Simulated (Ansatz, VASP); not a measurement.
**CdS in VASP and in Ansatz**

```
CELL_PARAMETERS angstrom
4.13700 0.00000 0.00000
-2.06850 3.58275 0.00000
0.00000 0.00000 6.71600
ATOMIC_POSITIONS crystal
Cd 0.33333 0.66667 0.98153
Cd 0.66667 0.33333 0.48153
S 0.33333 0.66667 0.39547
S 0.66667 0.33333 0.89547
```

Change from the starting cell: polar distortion scaled by 0.70.

Alike in both runs: task single point; functional PBEsol; k mesh 9 × 9 × 4; no spin polarisation.

|  | VASP | Ansatz |
| --- | --- | --- |
| version | VASP 6.6.1 | Ansatz 0.2.0 |
| potentials or method | VASP PAW PBE potentials, release 64 (Cd_sv_GW, S), cutoff 540 eV | scalar-relativistic, plane waves, PAW |
| occupations | gaussian, width 0.01 eV | fixed |
| valence electrons in the cell | 52 | 52 |

Ansatz gave:

```
gap on the k mesh at the Fermi level (eV)                     : 1.19
least direct gap on the mesh (eV)                             : 1.19
pressure (GPa)                                                : 0.6
traceless stress, the component that is largest in VASP (GPa) : -3.80
rms of the force components (eV/Å)                            : 0.363
```

Which values does VASP return?

gap on the k mesh at the Fermi level (eV): 1.19; least direct gap on the mesh (eV): 1.19; pressure (GPa): -0.3; traceless stress, the component that is largest in VASP (GPa): -3.78; rms of the force components (eV/Å): 0.361.

VASP's potentials were made for PBE, not for PBEsol, and Ansatz warns of the same on its side. Atom by atom the forces differ by 0.002 eV/Å (rms over components).
